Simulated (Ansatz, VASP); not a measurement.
## Ti in VASP and in Ansatz

INCAR

```
SYSTEM = Ti
PREC = Accurate ; ENCUT = 520
EDIFF = 1E-6 ; ISMEAR = -1
SIGMA = 0.05 ; LREAL = .False.
LASPH = .True. ; NELM = 60
ALGO = Normal ; ISIF = 2
LWAVE = .False. ; LCHARG = .True.
GGA = PE ; LELF = .True.
LVHAR = .True. ; NBANDS = 12
```

The input KPOINTS:

```
Automatic mesh
0
Gamma
  14 14 14
  0 0 0
```

POSCAR

```
Ti
1.0
   -1.6738200000      1.6410000000      1.6410000000
    1.6410000000     -1.6738200000      1.6410000000
    1.6410000000      1.6410000000     -1.6738200000
Ti
1
Direct
    0.0000000000      0.0000000000      0.0000000000
```

Input for Ansatz:

```yaml
crystal:
  lattice:
    - [-1.67382, 1.641, 1.641]
    - [1.641, -1.67382, 1.641]
    - [1.641, 1.641, -1.67382]
  atoms:
    - { symbol: Ti, position: [0.0, 0.0, 0.0] }
kpoints:
  mp_grid: { grid: [14, 14, 14] }
  band_path:
    path:
      - [0.0, 0.0, 0.0]
      - [0.0, 0.0, 0.5]
      - [-0.5, 0.5, 0.5]
      - [-0.7548769728, 0.2451230272, 0.2451230272]
      - [0.2451230272, 0.2451230272, 0.2451230272]
      - [0.0, 0.0, 0.0]
      - [-0.5, 0.0, 0.5]
    npoints: 5
scf:
  occupations: { method: fermi_dirac, width: 0.05 }
hamiltonian:
  xc: pbe
  pseudopotentials: { kind: all_electron, lapw: { basis_error: 0.00025 } }
output:
  forces: true
  stress: true
  eigenvalues: true
```

Change from the starting cell: equal xy, yz and zx shear strains of -2 %.

Alike in both runs: task single point; functional PBE; k mesh 14 × 14 × 14; occupations fermi-dirac, width 0.05 eV; no spin polarisation.

|  | VASP | Ansatz |
| --- | --- | --- |
| version | VASP 6.6.1 | Ansatz 0.2.0 |
| potentials or method | VASP PAW PBE potentials, release 64 (Ti_sv), cutoff 520 eV | all-electron LAPW, scalar-relativistic |

|  | VASP | Ansatz | Ansatz less VASP |
| --- | --- | --- | --- |
| pressure (GPa) | -2.6 | -2.4 | +0.19 |
| traceless stress, the component that is largest in VASP (GPa) | 0.68 | 0.69 | +0.003 |

Ansatz ran all-electron here, and VASP with PAW potentials.
